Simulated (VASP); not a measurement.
Input of a VASP 6.6.1 run:

INCAR

```
PREC = Accurate ; ENCUT = 520
EDIFF = 1E-6 ; ISMEAR = -1
SIGMA = 0.05 ; LREAL = F
LASPH = T ; NELM = 100
ALGO = Normal ; ISIF = 2
LWAVE = F ; LCHARG = F
GGA = PS ; NBANDS = 16
```

KPOINTS

```
regular mesh
0
Gamma
  10 10 10
```

File POSCAR:

```
HgTe
1.0
   -2.8182377908      2.8182377908      1.5564778603
    2.8182377908     -2.8182377908      1.5564778603
    2.8182377908      2.8182377908     -1.5564778603
Hg Te
1 1
Direct
    0.7500000000      0.2500000000      0.5000000000
    0.0000000000      0.0000000000      0.0000000000
```

Potentials or basis: VASP PAW PBE potentials, release 64 (Hg, Te).

Command:

```console
$ cat potpaw_PBE.64/Hg/POTCAR potpaw_PBE.64/Te/POTCAR > POTCAR
$ mpirun -np 1 vasp_std > vasp.out
```

Problem. What does it give for the band gap on the k mesh?

Solution. Zero (band 9 reaches 8.21 eV, above the bottom of band 10 at 3.89 eV).

Problem. What does it give for the pressure?

Solution. 5.2 GPa.

Caveat: the PAW data sets were made with another functional, which shifts forces and pressure a little; spin-orbit coupling is left out, which moves the levels of the heavy elements.
